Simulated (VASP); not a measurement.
Here is a VASP 6.6.1 calculation.

Contents of INCAR:

```
SYSTEM = Te2Mo
PREC = Accurate
ENCUT = 520
EDIFF = 1E-7
ISMEAR = 0
SIGMA = 0.05
LREAL = .False.
LASPH = .True.
NELM = 60
ALGO = Normal
ISIF = 2
LWAVE = .False.
LCHARG = .False.
GGA = PE
IVDW = 12
NBANDS = 35
```

Contents of KPOINTS:

```
Automatic mesh
0
Gamma
  10 10 4
  0 0 0
```

POSCAR

```
Te2Mo
1.0
    3.2656707300      0.0000000000      0.0000000000
   -1.6328353650      2.8281538126      0.0000000000
    0.0000000000      0.0000000000     12.5647059562
Te Mo
4 2
Direct
    0.3333333333      0.6666666667      0.6035751679
    0.6666666667      0.3333333333      0.1035751679
    0.3333333333      0.6666666667      0.8964248321
    0.6666666667      0.3333333333      0.3964248321
    0.3333333333      0.6666666667      0.2500000000
    0.6666666667      0.3333333333      0.7500000000
```

Potentials or basis: VASP PAW PBE potentials, release 64 (Te, Mo_sv).

The run is started by

```bash
$ cat potpaw_PBE.64/Te/POTCAR potpaw_PBE.64/Mo_sv/POTCAR > POTCAR
$ mpirun -np 1 vasp_std > vasp.out
```

Task: Predict the dispersion energy per atom.

Result: -0.694 eV.

Task: What does it give for the largest force?

Result: 0.022 eV/Å.

Task: Estimate the band gap on the k mesh.

Result: Zero (bands 26 and 27 overlap by 0.67 eV).

Forces in eV/Å, atoms in the order of the input:
```
Te   0.000  0.000 -0.022
Te   0.000  0.000 -0.022
Te   0.000  0.000  0.022
Te   0.000  0.000  0.022
Mo   0.000  0.000  0.000
Mo   0.000  0.000  0.000
```

Caveat: spin-orbit coupling is left out, which moves the levels of the heavy elements.
